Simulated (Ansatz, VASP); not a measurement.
**Os3Cl: VASP beside Ansatz**

Contents of INCAR:

```
PREC = Accurate ; ENCUT = 600
EDIFF = 1E-6 ; ISMEAR = 0
SIGMA = 0.1 ; LREAL = False
LASPH = True ; NELM = 60
ALGO = Normal ; ISIF = 3
LWAVE = False ; LCHARG = False
GGA = PE ; IBRION = 2
NSW = 100 ; EDIFFG = -0.01
```

File KPOINTS:

```
Automatic mesh
0
Gamma
  12 12 12
```

The input POSCAR:

```
Os3Cl
1.0
    3.9049540319      0.0000000000      0.0000000000
    0.0000000000      3.9049540319      0.0000000000
    0.0000000000      0.0000000000      3.9049540319
Os Cl
3 1
Direct
    0.0000000000      0.5000000000      0.5000000000
    0.5000000000      0.0000000000      0.5000000000
    0.5000000000      0.5000000000      0.0000000000
    0.0000000000      0.0000000000      0.0000000000
```

Input for Ansatz:

```yaml
crystal:
  lattice:
    - [3.9049540319, 0.0, 0.0]
    - [0.0, 3.9049540319, 0.0]
    - [0.0, 0.0, 3.9049540319]
  atoms:
    - { symbol: Os, position: [0.0, 0.5, 0.5] }
    - { symbol: Os, position: [0.5, 0.0, 0.5] }
    - { symbol: Os, position: [0.5, 0.5, 0.0] }
    - { symbol: Cl, position: [0.0, 0.0, 0.0] }
basis:
  ecutwfc: 420
kpoints:
  mp_grid: { grid: [12, 12, 12] }
hamiltonian:
  xc: pbe
scf:
  occupations: { method: gaussian, width: 0.1 }
output:
  forces: true
  stress: true
  eigenvalues: true
relax:
  adjacent_minimum: "off"
  f_tol: 0.01
  max_steps: 80
  cell: { stress_tol: 0.05 }
```

Alike in both runs: task relaxation of cell and atoms; functional PBE; k mesh 12 × 12 × 12; occupations gaussian, width 0.1 eV; no spin polarisation.

|  | VASP | Ansatz |
| --- | --- | --- |
| version | VASP 6.6.1 | Ansatz 0.2.0 |
| potentials or method | VASP PAW PBE potentials, release 64 (Os, Cl), cutoff 600 eV | scalar-relativistic, plane waves, PAW |
| valence electrons in the cell | 31 | 55 |

```tsv
	VASP	Ansatz	Ansatz less VASP
gap on the k mesh at the Fermi level, each at its own relaxed structure (eV)	none	none	-
relaxed volume (Å³/atom)	14.96	14.92	-0.035
relaxed length of the cell vector where the two differ most in proportion (Å)	3.911	3.908	-0.0031
```

A gap of «none» marks a metal or a gap that the smearing closes. VASP's potentials hold 31 valence electrons a cell and Ansatz's 55, so a difference there can come from the potentials and not from the codes.

Spin-orbit coupling is off throughout.
